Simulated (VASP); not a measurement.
# C (P6/mmm) in VASP: phonons with PBEsol+D3(BJ)

Aim: the phonons of C with PBEsol+D3(BJ).

Program: VASP 6.6.1. These are calculated values, not measurements. Logs are shortened: lines on timing, memory, paths and dates and some standing lists are left out, and cuts for length are marked.

## (1) The cell of the first run

The structure is hexagonal, space group P6/mmm (No. 191). The conventional cell has a = 2.458 Å, b = 2.458 Å, c = 3.529 Å, α = 90.00°, β = 90.00°, γ = 120.00°. C (site symmetry -6m2) has 3 C at 1.42 Å within 1.9 Å.

## (2) Phonons, PBEsol+D3(BJ) (zone-centre modes of this cell by finite displacements)

The input, INCAR:

```
SYSTEM = C
PREC = Accurate
ENCUT = 520
EDIFF = 1E-8
ISMEAR = 0
SIGMA = 0.15
LREAL = .FALSE.
LASPH = .TRUE.
NELM = 60
ALGO = Normal
ISIF = 2
LWAVE = .FALSE.
LCHARG = .TRUE.
GGA = PS
IVDW = 12
IBRION = 6
NFREE = 2
POTIM = 0.015
NSW = 1
```

The input, KPOINTS:

```
Automatic mesh
0
G
  21 21 12
  0 0 0
```

The input, POSCAR:

```
C
1.0
    2.4576582469      0.0000000000      0.0000000000
   -1.2288291235      2.1283944757      0.0000000000
    0.0000000000      0.0000000000      3.5294822413
C
2
Direct
    0.3333333333      0.6666666667      0.0000000000
    0.6666666667      0.3333333333      0.0000000000
```

Potentials or basis: VASP PAW PBE potentials, release 64 (C).

Command:

```sh
> cat potpaw_PBE.64/C/POTCAR > POTCAR
> mpirun -np 1 vasp_std > vasp.out
```

OUTCAR:

```text
SYSTEM = C
   PREC = Accurate
   ENCUT = 520
   EDIFF = 1E-8
   ISMEAR = 0
   LREAL = .FALSE.
   LASPH = .TRUE.
   NELM = 60
   ISIF = 2
   GGA = PS
   IVDW = 12
   IBRION = 6
   NFREE = 2
   POTIM = 0.015
   NSW = 1
 IVDW          = 12

 ion  position               nearest neighbor table
   1  0.333  0.667  0.000-   2 1.42   2 1.42   2 1.42
   2  0.667  0.333  0.000-   1 1.42   1 1.42   1 1.42

  LATTYP: Found a hexagonal cell.
 ALAT       =     2.4576582469
 C/A-ratio  =     1.4361159635

  Lattice vectors:

 A1 = (   2.4576582469,   0.0000000000,   0.0000000000)
 A2 = (  -1.2288291235,   2.1283944757,   0.0000000000)
 A3 = (   0.0000000000,   0.0000000000,   3.5294822413)

Analysis of symmetry for initial positions (statically):
=====================================================================
 Subroutine PRICEL returns:
 Original cell was already a primitive cell.

 Routine SETGRP: Setting up the symmetry group for a
 hexagonal supercell.

 Subroutine GETGRP returns: Found 24 space group operations
 (whereof 24 operations were pure point group operations)
 out of a pool of 24 trial point group operations.

The static configuration has the point symmetry D_6h.

Analysis of symmetry for dynamics (positions and initial velocities):
=====================================================================
 Subroutine PRICEL returns:
 Original cell was already a primitive cell.

 Routine SETGRP: Setting up the symmetry group for a
 hexagonal supercell.

 Subroutine GETGRP returns: Found 24 space group operations
 (whereof 24 operations were pure point group operations)
 out of a pool of 24 trial point group operations.

The dynamic configuration has the point symmetry D_6h.

 Subroutine INISYM returns: Found 24 space group operations
 (whereof 24 operations are pure point group operations),
 and found     1 'primitive' translations

----------------------------------------------------------------------------------------

                                     Primitive cell

  volume of cell :      18.4622

  direct lattice vectors                    reciprocal lattice vectors
     2.457658247  0.000000000  0.000000000     0.406891398  0.234918858  0.000000000
    -1.228829123  2.128394476  0.000000000     0.000000000  0.469837716  0.000000000
     0.000000000  0.000000000  3.529482241     0.000000000  0.000000000  0.283327676

  length of vectors
     2.457658247  2.457658247  3.529482241     0.469837716  0.469837716  0.283327676

  position of ions in fractional coordinates (direct lattice)
     0.333333333  0.666666667  0.000000000
     0.666666667  0.333333333  0.000000000

  ion indices of the primitive-cell ions
   primitive index   ion index
                 1           1
                 2           2

----------------------------------------------------------------------------------------

 KPOINTS: Automatic mesh

Automatic generation of k-mesh.
 Grid dimensions read from file:
 generate k-points for:   21   21   12

 Generating k-lattice:

  Cartesian coordinates                     Fractional coordinates (reciprocal lattice)
     0.019375781  0.011186612  0.000000000     0.047619048  0.000000000  0.000000000
     0.000000000  0.022373225  0.000000000     0.000000000  0.047619048  0.000000000
     0.000000000  0.000000000  0.023610640     0.000000000  0.000000000  0.083333333

  Length of vectors
     0.022373225  0.022373225  0.023610640

  Shift w.r.t. Gamma in fractional coordinates (k-lattice)
     0.000000000  0.000000000  0.000000000

 Subroutine IBZKPT returns following result:
 ===========================================

 Found    336 irreducible k-points:

 Following reciprocal coordinates:
            Coordinates               Weight
  0.000000  0.000000  0.000000      1.000000
  0.047619  0.000000  0.000000      6.000000
  0.095238 -0.000000  0.000000      6.000000
  0.142857  0.000000  0.000000      6.000000
  0.190476 -0.000000  0.000000      6.000000
  0.238095  0.000000  0.000000      6.000000
[... 16 lines left out ...]
  0.142857  0.095238  0.000000     12.000000
  0.190476  0.095238  0.000000     12.000000
 [... further k-points ...]
   k-points           NKPTS =    336   k-points in BZ     NKDIM =    336   number of bands    NBANDS=      8
   number of dos      NEDOS =    301   number of ions     NIONS =      2
   total plane-waves  NPLWV =   9072
   dimension x,y,z NGX =    18 NGY =   18 NGZ =   28
   dimension x,y,z NGXF=    36 NGYF=   36 NGZF=   56
   ions per type =               2
   NGX,Y,Z   is equivalent  to a cutoff of  12.18, 12.18, 13.19 a.u.
   NGXF,Y,Z  is equivalent  to a cutoff of  24.35, 24.35, 26.38 a.u.
 SYSTEM =  C
   PREC   = accura    normal or accurate (medium, high low for compatibility)
   ISTART =      0    job   : 0-new  1-cont  2-samecut
   ICHARG =      2    charge: 1-file 2-atom 10-const
   ISPIN  =      1    spin polarized calculation?
   LNONCOLLINEAR =      F non collinear calculations
   LSORBIT =      F    spin-orbit coupling
   LASPH  =      T    aspherical Exc in radial PAW
   ENCUT  =  520.0 eV  38.22 Ry    6.18 a.u.   4.57  4.57  6.56*2*pi/ulx,y,z
   NELM   =     60;   NELMIN=  2; NELMDL= -5     # of ELM steps
   EDIFF  = 0.1E-07   stopping-criterion for ELM
   LREAL  =      F    real-space projection
   EDIFFG = 0.1E-06   stopping-criterion for IOM
   NSW    =     61    number of steps for IOM
   IBRION =      6    ionic relax: 0-MD 1-quasi-New 2-CG
   NFREE  =      2    steps in history (QN), initial steepest desc. (CG)
   ISIF   =      2    stress and relaxation
   ISYM   =      2    0-nonsym 1-usesym 2-fastsym
   POTIM  = 0.0150    time-step for ionic-motion
   TEBEG  =    0.0;   TEEND  =   0.0 temperature during run
   PSTRESS=    0.0 pullay stress
   NELECT =       8.0000    total number of electrons
   NUPDOWN=      -1.0000    fix difference up-down
   EMIN   =  10.00;   EMAX   =-10.00  energy-range for DOS
   EFERMI =   0.00;   METHOD = LEGACY
   ISMEAR =     0;   SIGMA  =   0.15  broadening in eV -4-tet -1-fermi 0-gaus
   EFERMI_NEDOS =   21; number of points for ismear=-14 and -15
   IALGO  =     38    algorithm
   IMIX   =      4    mixing-type and parameters
     AMIX     =   0.40;   BMIX     =  1.00
     AMIX_MAG =   1.60;   BMIX_MAG =  1.00
  volume/ion in A,a.u.               =       9.23        62.29
  Fermi-wavevector in a.u.,A,eV,Ry     =   1.238825  2.341040 20.880689  1.534687
  Thomas-Fermi vector in A             =   2.373334
   LORBIT       =      0    0 simple, 1 ext, 2 COOP (PROOUT), +10 PAW based schemes
   GGA     = PS    functional components
   LHFCALC =     F    Hartree Fock is set to
   AEXX    =    0.0000 exact exchange contribution
   IVDW    =    12    specifies the selected vdW correction
   LEPSILON=     F    determine dielectric tensor
   LRPA    =     F    only Hartree local field effects (RPA)
 finite differences with symmetry
 non-spin polarized calculation
 Gauss-broadening in eV      SIGMA  =   0.15
  energy-cutoff  :      520.00
  volume of cell :       18.46
 maximum number of plane-waves:       510
   NGX =  9   NGY =  9   NGZ = 13

--------------------------------------- Ionic step        1  -------------------------------------------

 number of electron       7.9999999 magnetization

 Free energy of the ion-electron system (eV)
  ---------------------------------------------------
  ext. energy  EPLUGINS =         0.00000000
  ---------------------------------------------------
  free energy    TOTEN  =       -19.27496899 eV

  energy without entropy =      -19.27479451  energy(sigma->0) =      -19.27488175

------------------------ aborting loop because EDIFF is reached ----------------------------------------

 Edisp (eV)   -0.20923

 E8    (eV) :    -0.1016
[... 151 lines left out ...]
--------------------------------------- Ionic step        5  -------------------------------------------

 number of electron       7.9999998 magnetization

 Free energy of the ion-electron system (eV)
  ---------------------------------------------------
  ext. energy  EPLUGINS =         0.00000000
  ---------------------------------------------------
  free energy    TOTEN  =       -19.27307526 eV

  energy without entropy =      -19.27290060  energy(sigma->0) =      -19.27298793

 E-fermi :   4.2340     XC(G=0): -10.1937

 val. band max:        4.2283959048   @ k =   0.3333   0.3333   0.2500
 cond. band min:       4.4877452462   @ k =   0.3333   0.3333   0.1667
 fundamental gap:      0.2593493414
 Fermi energy:         4.2340036958

 k-point     1 :       0.0000    0.0000    0.0000
  band No.  band energies     occupation
      1     -15.4128      2.00000
      2      -2.6564      2.00000
      3       1.2483      2.00000
      4       1.2483      2.00000
      5       7.8913      0.00000
      6      12.5735      0.00000
      7      12.5735      0.00000
      8      15.9726      0.00000
[... 243 lines left out ...]
 k-point    24 :       0.1905    0.0952    0.0000
  band No.  band energies     occupation
      1     -13.9046      2.00000
      2      -2.9217      2.00000
      3      -1.2812      2.00000
      4      -0.9342      2.00000
      5       9.7679      0.00000
      6      11.9600      0.00000
      7      13.1600      0.00000
      8      16.2547      0.00000

 [... further k-points ...]

------------------------ aborting loop because EDIFF is reached ----------------------------------------

 Edisp (eV)   -0.20923

 E8    (eV) :    -0.1016
[... 25 lines left out ...]
  FREE ENERGIE OF THE ION-ELECTRON SYSTEM (eV)
  ---------------------------------------------------
  free  energy   TOTEN  =       -19.4823034655 eV

  energy  without entropy=      -19.4821288072  energy(sigma->0) =      -19.48221614

 INTERNAL STRAIN TENSORS FROM DISPLACED ATOMS
 ============================================

 INTERNAL STRAIN TENSOR FOR ION    1 for displacements in x,y,z  (eV/Angst):
          X           Y           Z          XY          YZ          ZX
  --------------------------------------------------------------------------------
  x     0.00000    -0.00000     0.00000   -13.21832     0.00000     0.00000
  y   -13.21832    13.21832     0.00000    -0.00000     0.00000     0.00000
  z     0.00000     0.00000     0.00000     0.00000     0.00000    -0.00000

 INTERNAL STRAIN TENSOR FOR ION    2 for displacements in x,y,z  (eV/Angst):
          X           Y           Z          XY          YZ          ZX
  --------------------------------------------------------------------------------
  x    -0.00000     0.00000    -0.00000    13.21832     0.00000     0.00000
  y    13.21832   -13.21832     0.00000     0.00000     0.00000     0.00000
  z     0.00000     0.00000     0.00000    -0.00000    -0.00000     0.00000

 Eigenvectors and eigenvalues of the dynamical matrix
 ----------------------------------------------------

   1 f  =   47.585843 THz   298.990667 2PiTHz 1587.292853 cm-1   196.799143 meV
             X         Y         Z           dx          dy          dz
     -0.000000  1.418930  0.000000     0.229519   -0.668821   -0.000000
      1.228829  0.709465  0.000000    -0.229519    0.668821    0.000000
[... 16 lines left out ...]
   5 f  =    0.000000 THz     0.000001 2PiTHz    0.000005 cm-1     0.000001 meV
             X         Y         Z           dx          dy          dz
     -0.000000  1.418930  0.000000    -0.000000    0.000000   -0.707107
      1.228829  0.709465  0.000000     0.000000    0.000000   -0.707107

   6 f/i=    0.000000 THz     0.000000 2PiTHz    0.000000 cm-1     0.000000 meV
             X         Y         Z           dx          dy          dz
     -0.000000  1.418930  0.000000    -0.707107   -0.000016   -0.000000
      1.228829  0.709465  0.000000    -0.707107   -0.000016    0.000000

 ELASTIC MODULI CONTR FROM IONIC RELAXATION (kBar)
 Direction    XX          YY          ZZ          XY          YZ          ZX
 --------------------------------------------------------------------------------
 XX        -272.5053    272.5053     -0.0000      0.0000     -0.0000      0.0000
 YY         272.5053   -272.5053     -0.0000      0.0000      0.0000     -0.0000
 ZZ          -0.0000     -0.0000     -0.0000      0.0000      0.0000     -0.0000
 XY           0.0000      0.0000      0.0000   -272.5053     -0.0000      0.0000
 YZ          -0.0000      0.0000      0.0000     -0.0000     -0.0000      0.0000
 ZX           0.0000     -0.0000     -0.0000      0.0000      0.0000     -0.0000
 --------------------------------------------------------------------------------
```

Wall time 3.3 min (1 thread of AMD EPYC 7R13 (Zen 3), shared host); peak memory 0.39 GiB.

What came out:

- Highest phonon frequency at Γ: 1587 cm⁻¹
- Dispersion energy per atom: -0.105 eV

Phonon frequencies in cm⁻¹ (negative: imaginary):
```tsv
q point	frequencies
(0.000, 0.000, 0.000)	0 0 0 873 1587 1587
```

Caveat: the cell differs from its parent crystal (zone-centre modes of this cell by finite displacements).
